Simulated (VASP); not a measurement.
# In17P15 (a cell with a defect) in VASP: notebook, part 2 of 2

VASP 6.6.1. The steps go on from the part before.

### Step 4. Single point, PBE

Input file INCAR:

```
SYSTEM = In17P15
  PREC = Accurate
  ENCUT = 520
  EDIFF = 1E-7
  ISMEAR = 0
  SIGMA = 0.02
  LREAL = Auto
  LASPH = .TRUE.
  NELM = 60
  ALGO = Normal
  ISIF = 2
  LWAVE = .FALSE.
  LCHARG = .FALSE.
  GGA = PE
  NELECT = 298.0
  NBANDS = 170
```

Input file KPOINTS:

```
regular mesh
0
G
  1 1 1
  0 0 0
```

Input file POSCAR:

```
In17P15
1.0
   -5.9597880289      5.9597880289      5.9597880289
    5.9597880289     -5.9597880289      5.9597880289
    5.9597880289      5.9597880289     -5.9597880289
In P
17 15
Direct
    0.5183281903      0.5000000000      0.0000000000
    0.4996751420      0.7496751420      0.7524157788
    0.4975842212     -0.0027406367      0.4972593633
    0.7527406367      0.2503248580      0.0000000000
    0.4996751420      0.2524157788      0.2496751420
    0.7527406367      0.5000000000      0.7503248580
    0.7472593633      0.7475842212      0.4972593633
    0.0003248580      0.0027406367      0.0000000000
    0.7472593633     -0.0027406367      0.2475842212
   -0.0183281903      0.2316718097      0.7316718097
    0.0003248580      0.5000000000      0.5027406367
    0.2500000000      0.7683281903      0.0000000000
    0.0024157788      0.7496751420      0.2496751420
    0.2500000000      0.0027406367      0.7503248580
    0.2500000000      0.2503248580      0.5027406367
    0.2500000000      0.5000000000      0.2683281903
    0.2500000000      0.5000000000      0.0000000000
    0.2500000000      0.7533484888      0.7463763807
    0.2500000000      0.0000000000      0.5000000000
    0.5033484888      0.2463763807      0.0000000000
    0.2500000000      0.2463763807      0.2533484888
    0.5033484888      0.5000000000      0.7463763807
    0.5036236193      0.7536236193      0.5069721081
    0.7500000000      0.0000000000      0.0000000000
    0.5036236193      0.0069721081      0.2536236193
    0.7430278919      0.2466515112      0.7466515112
    0.7500000000      0.5000000000      0.5000000000
   -0.0036236193      0.7533484888      0.0000000000
    0.7569721081      0.7536236193      0.2536236193
   -0.0033484888     -0.0069721081      0.7466515112
   -0.0033484888      0.2466515112      0.4930278919
   -0.0036236193      0.5000000000      0.2533484888
```

Potentials or basis: VASP PAW PBE potentials, release 64 (In_d, P).

On the command line:

```
cat potpaw_PBE.64/In_d/POTCAR potpaw_PBE.64/P/POTCAR > POTCAR
mpirun -np 1 vasp_gam > vasp.out
```

OUTCAR:

```text
SYSTEM = In17P15
   PREC = Accurate
   ENCUT = 520
   EDIFF = 1E-7
   ISMEAR = 0
   LREAL = Auto
   LASPH = .TRUE.
   NELM = 60
   ISIF = 2
   GGA = PE
   NELECT = 298.0

 ion  position               nearest neighbor table
   1  0.518  0.500  0.000-  20 2.57  22 2.57  29 2.57  17 2.77
   2  0.500  0.750  0.752-  23 2.56  22 2.57  18 2.57  24 2.57
   3  0.498  0.997  0.497-  26 2.56  25 2.57  23 2.57  19 2.57
   4  0.753  0.250  0.000-  20 2.56  26 2.57  32 2.57  24 2.57
   5  0.500  0.252  0.250-  25 2.56  21 2.57  20 2.57  27 2.57
   6  0.753  0.500  0.750-  22 2.56  26 2.57  28 2.57  27 2.57
[... 24 lines left out ...]
  31  0.997  0.247  0.493-   9 2.56  11 2.57  15 2.57  10 2.57
  32  0.996  0.500  0.253-  11 2.56  13 2.57   4 2.57  16 2.57

  LATTYP: Found a body centered cubic cell.
 ALAT       =    11.9195760578

  Lattice vectors:

 A1 = (  -5.9597880289,   5.9597880289,   5.9597880289)
 A2 = (   5.9597880289,  -5.9597880289,   5.9597880289)
 A3 = (   5.9597880289,   5.9597880289,  -5.9597880289)

Analysis of symmetry for initial positions (statically):
[... 216 lines left out ...]
 fundamental gap:      0.9998908986
 Fermi energy:         5.5206555819

 k-point     1 :       0.0000    0.0000    0.0000
  band No.  band energies     occupation
      1      -9.5035      2.00000
      2      -9.4938      2.00000
      3      -9.4938      2.00000
      4      -9.4553      2.00000
      5      -9.4553      2.00000
      6      -9.4553      2.00000
[... 153 lines left out ...]
    160       7.5846      0.00000
    161       7.5846      0.00000
 [bands above 161 left out]

------------------------ aborting loop because EDIFF is reached ----------------------------------------

  FORCE on cell =-STRESS in cart. coord.  units (eV):
  Direction    XX          YY          ZZ          XY          YZ          ZX
  --------------------------------------------------------------------------------------
  -------------------------------------------------------------------------------------
  Total       38.1315287     38.1315287     38.1315287      0.0000000      0.0000000     -0.0000000
  in kB       72.1510021     72.1510021     72.1510021      0.0000000      0.0000000     -0.0000000
  external PRESSURE =      72.1510021 kB  Pullay stress =       0.0000000 kB

 VOLUME and BASIS-vectors are now :
 -----------------------------------------------------------------------------
  energy-cutoff  :      520.00
  volume of cell :      846.74
      direct lattice vectors                 reciprocal lattice vectors
    -5.959788029  5.959788029  5.959788029     0.000000000  0.083895601  0.083895601
     5.959788029 -5.959788029  5.959788029     0.083895601  0.000000000  0.083895601
     5.959788029  5.959788029 -5.959788029     0.083895601  0.083895601  0.000000000

 POSITION                                       TOTAL-FORCE (eV/Angst)
 -----------------------------------------------------------------------------------
     -0.10923      0.10923      6.06902         0.024203     -0.024203     -0.024203
      5.97419      2.99429      2.96162        -0.001068     -0.001068      0.005352
      5.94152     -0.01440      5.94539         0.005352      0.001068      0.001068
     -2.99429      2.99429      5.97806         0.001068     -0.001068     -0.005352
      0.01440      2.96162      2.99429        -0.001068      0.005352     -0.001068
      2.96550      5.97806      2.99429         0.001068     -0.005352     -0.001068
[... 24 lines left out ...]
     -1.53150      7.40818      4.47148         0.004898      0.004898      0.000912
     -1.44839      4.46820      7.40818        -0.004898     -0.000912      0.004898
 -----------------------------------------------------------------------------------
    total drift:                               -0.000006     -0.000006     -0.000016

  FREE ENERGIE OF THE ION-ELECTRON SYSTEM (eV)
  ---------------------------------------------------
  free  energy   TOTEN  =      -115.4570827280 eV

  energy  without entropy=     -115.4262302640  energy(sigma->0) =     -115.44165650
```

stdout:

```text
POSCAR found type information on POSCAR InP
 POSCAR found :  2 types and      32 ions
 scaLAPACK will be used
 LDA part: xc-table for (Slater+PW92), standard interpolation
 POSCAR, INCAR and KPOINTS ok, starting setup
 FFT: planning ... GRIDC
 FFT: planning ... GRID_SOFT
 FFT: planning ... GRID
 WAVECAR not read
 entering main loop
 the old and the new charge density differ
 old charge density:   296.00000 new  298.00000
    0.289E+01
```

It took 3.3 min on 1 thread of AMD EPYC 7R13 (Zen 3), shared host; peak memory 0.89 GiB.

What came out:

```yaml
Free_energy: -115.4571 eV
Largest_force: 0.042 eV/Å
```

Forces in eV/Å, atoms in the order of the input:
```
In   0.024 -0.024 -0.024
In  -0.001 -0.001  0.005
In   0.005  0.001  0.001
In   0.001 -0.001 -0.005
In  -0.001  0.005 -0.001
In   0.001 -0.005 -0.001
In   0.001  0.005  0.001
In  -0.001  0.001 -0.005
In   0.001  0.001  0.005
In   0.024  0.024  0.024
In  -0.001 -0.005  0.001
In  -0.024  0.024 -0.024
In   0.005 -0.001 -0.001
In  -0.005  0.001 -0.001
In  -0.005 -0.001  0.001
In  -0.024 -0.024  0.024
In   0.000  0.000  0.000
P   -0.001  0.005 -0.005
P    0.000  0.000  0.000
P    0.005 -0.005 -0.001
P   -0.001 -0.005  0.005
P    0.005 -0.001 -0.005
P   -0.005 -0.005  0.001
P    0.000  0.000  0.000
P   -0.005  0.001 -0.005
P    0.001  0.005  0.005
P    0.000  0.000  0.000
P   -0.005  0.005 -0.001
P    0.001 -0.005 -0.005
P    0.005  0.001  0.005
P    0.005  0.005  0.001
P   -0.005 -0.001  0.005
```

Levels at points of the mesh, in eV from the Fermi level:
| k point | band 147 | band 148 | band 149 | band 150 | band 151 | band 152 | band 153 | band 154 |
| --- | --- | --- | --- | --- | --- | --- | --- | --- |
| (0.00, 0.00, 0.00) | -0.15 | -0.01 | -0.01 | -0.01 | 0.99 | 1.09 | 1.09 | 1.50 |

Caveat: the k points lie up to 0.75 Å⁻¹ apart; the cell carries a net charge on a neutralising background, which shifts energy and pressure; the cell is charged against a uniform background, so pressure and absolute levels hang on convention; spin-orbit coupling is left out, which moves the levels of the heavy elements.

### Step 5. Single point, PBE, collinear spin

Input file INCAR:

```
SYSTEM = In17P15
ALGO = Normal
EDIFF = 1E-6
ENCUT = 520
GGA = PE
ISIF = 2
ISMEAR = 0
ISPIN = 2
LASPH = .True.
LCHARG = .False.
LORBIT = 11
LREAL = Auto
LWAVE = .False.
MAGMOM = 0.2 0 0 0 0 0 0 0 0 0.2 0 0.2 0 0 0 0.2 0.2 0 0 0 0 0 0 0 0 0 0 0 0 0 0 0
NBANDS = 174
NELECT = 297.0
NELM = 150
PREC = Accurate
SIGMA = 0.02
```

Input file KPOINTS:

```
k-points
0
Gamma
  1 1 1
  0 0 0
```

Input file POSCAR:

```
In17P15
1.0
   -5.9597880289      5.9597880289      5.9597880289
    5.9597880289     -5.9597880289      5.9597880289
    5.9597880289      5.9597880289     -5.9597880289
In P
17 15
Direct
    0.5252508516      0.5000000000      0.0000000000
    0.5000341100      0.7500341100      0.7522011308
    0.4977988692     -0.0021670208      0.4978329792
    0.7521670208      0.2499658900      0.0000000000
    0.5000341100      0.2522011308      0.2500341100
    0.7521670208      0.5000000000      0.7499658900
    0.7478329792      0.7477988692      0.4978329792
   -0.0000341100      0.0021670208      0.0000000000
    0.7478329792     -0.0021670208      0.2477988692
   -0.0252508516      0.2247491484      0.7247491484
   -0.0000341100      0.5000000000      0.5021670208
    0.2500000000      0.7752508516      0.0000000000
    0.0022011308      0.7500341100      0.2500341100
    0.2500000000      0.0021670208      0.7499658900
    0.2500000000      0.2499658900      0.5021670208
    0.2500000000      0.5000000000      0.2752508516
    0.2500000000      0.5000000000      0.0000000000
    0.2500000000      0.7518650923      0.7459450644
    0.2500000000      0.0000000000      0.5000000000
    0.5018650923      0.2459450644      0.0000000000
    0.2500000000      0.2459450644      0.2518650923
    0.5018650923      0.5000000000      0.7459450644
    0.5040549356      0.7540549356      0.5059200279
    0.7500000000      0.0000000000      0.0000000000
    0.5040549356      0.0059200279      0.2540549356
    0.7440799721      0.2481349077      0.7481349077
    0.7500000000      0.5000000000      0.5000000000
   -0.0040549356      0.7518650923      0.0000000000
    0.7559200279      0.7540549356      0.2540549356
   -0.0018650923     -0.0059200279      0.7481349077
   -0.0018650923      0.2481349077      0.4940799721
   -0.0040549356      0.5000000000      0.2518650923
```

On the command line:

```
cat potpaw_PBE.64/In_d/POTCAR potpaw_PBE.64/P/POTCAR > POTCAR
mpirun -np 1 vasp_gam > vasp.out
```

It took 5.9 min on 1 thread of AMD EPYC 7R13 (Zen 3), shared host; peak memory 1.3 GiB.

The run converged. Its results:

```
Free energy                                           : -121.2204 eV
Largest force                                         : 0.004 eV/Å
Net moment                                            : 3.00 μB per cell
Site moments                                          : In +0.10, +0.01, +0.38; P +0.05, +0.04 μB
Valence electrons inside the program's atomic spheres : In 11.49, 11.47, 11.48; P 2.53
```

Forces on the atoms (eV/Å):
```
In   0.000  0.000  0.000
In  -0.003 -0.003  0.000
In   0.000  0.003  0.003
In   0.003 -0.003  0.000
In  -0.003  0.000 -0.003
In   0.003  0.000 -0.003
In   0.003  0.000  0.003
In  -0.003  0.003  0.000
In   0.003  0.003  0.000
In   0.000  0.000  0.000
In  -0.003  0.000  0.003
In   0.000  0.000  0.000
In   0.000 -0.003 -0.003
In   0.000  0.003 -0.003
In   0.000 -0.003  0.003
In   0.000  0.000  0.000
In   0.000  0.000  0.000
P    0.001 -0.002  0.002
P    0.000  0.000  0.000
P   -0.002  0.002  0.001
P    0.001  0.002 -0.002
P   -0.002  0.001  0.002
P    0.002  0.002 -0.001
P    0.000  0.000  0.000
P    0.002 -0.001  0.002
P   -0.001 -0.002 -0.002
P    0.000  0.000  0.000
P    0.002 -0.002  0.001
P   -0.001  0.002  0.002
P   -0.002 -0.001 -0.002
P   -0.002 -0.002 -0.001
P    0.002  0.001 -0.002
```

Levels at points of the mesh, in eV from the Fermi level:
Spin up:
```tsv
k point	band 148	band 149	band 150	band 151	band 152	band 153
(0.00, 0.00, 0.00)	-0.19	-0.19	-0.19	0.95	1.13	1.13
```
Spin down:
| k point | band 145 | band 146 | band 147 | band 148 | band 149 | band 150 |
| --- | --- | --- | --- | --- | --- | --- |
| (0.00, 0.00, 0.00) | -1.03 | -1.03 | -0.14 | 0.20 | 0.20 | 0.20 |

Caveat: the k points lie up to 0.75 Å⁻¹ apart; the cell carries a net charge on a neutralising background, which shifts energy and pressure; the cell is charged against a uniform background, so pressure and absolute levels hang on convention; spin-orbit coupling is left out, which moves the levels of the heavy elements.
